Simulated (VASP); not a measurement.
## MgO: single point with PBE

The system is MgO.

```
Mg O
1.0
     3.39260    0.00000    0.00000
    -1.69630    2.93808    0.00000
     0.00000    0.00000    5.25810
Mg O
2 2
Direct
  0.33333 0.66667 0.00632
  0.66667 0.33333 0.50632
  0.33333 0.66667 0.39828
  0.66667 0.33333 0.89828
```

```json
{
 "Program": "VASP 6.6.1",
 "Task": "single point",
 "Functional": "PBE",
 "Potentials or basis": "VASP PAW PBE potentials, release 64 (Mg, O)",
 "Cutoff": "520 eV",
 "k mesh": "9 × 9 × 6",
 "Occupations": "gaussian, width 0.05 eV",
 "Spin": "no spin polarisation",
 "Dipole correction": "no",
 "Further INCAR settings": "ALGO = Normal; EDIFF = 1e-06; NBANDS = 16"
}
```

```json
{"Pressure": "-7.6 GPa", "Largest force": "0.064 eV/Å", "Band gap on the k mesh": "3.02 eV"}
```

Forces on the atoms (eV/Å):
```
Mg   0.000  0.000  0.064
Mg   0.000  0.000  0.064
O    0.000  0.000 -0.064
O    0.000  0.000 -0.064
```

Stress tensor (GPa, compression positive):
```
-7.76  0.00  0.00
 0.00 -7.76  0.00
 0.00  0.00 -7.38
```

Levels at points of the mesh, in eV from the valence-band top:
| k point | band 4 | band 5 | band 6 | band 7 | band 8 | band 9 | band 10 | band 11 | band 12 | band 13 |
| --- | --- | --- | --- | --- | --- | --- | --- | --- | --- | --- |
| (0.00, 0.00, 0.00) | -0.56 | -0.56 | -0.28 | -0.28 | 0.00 | 3.02 | 7.83 | 9.45 | 13.65 | 13.65 |
| (0.00, 0.00, 0.50) | -1.82 | -0.42 | -0.42 | -0.42 | -0.42 | 5.39 | 5.39 | 12.24 | 12.24 | 14.07 |

Run time: 39 s on 1 thread of Intel Xeon 8259CL (shared host), peak memory 0.2 GiB.

Caveat: the cell stands under tension. A k mesh can miss the band edges.
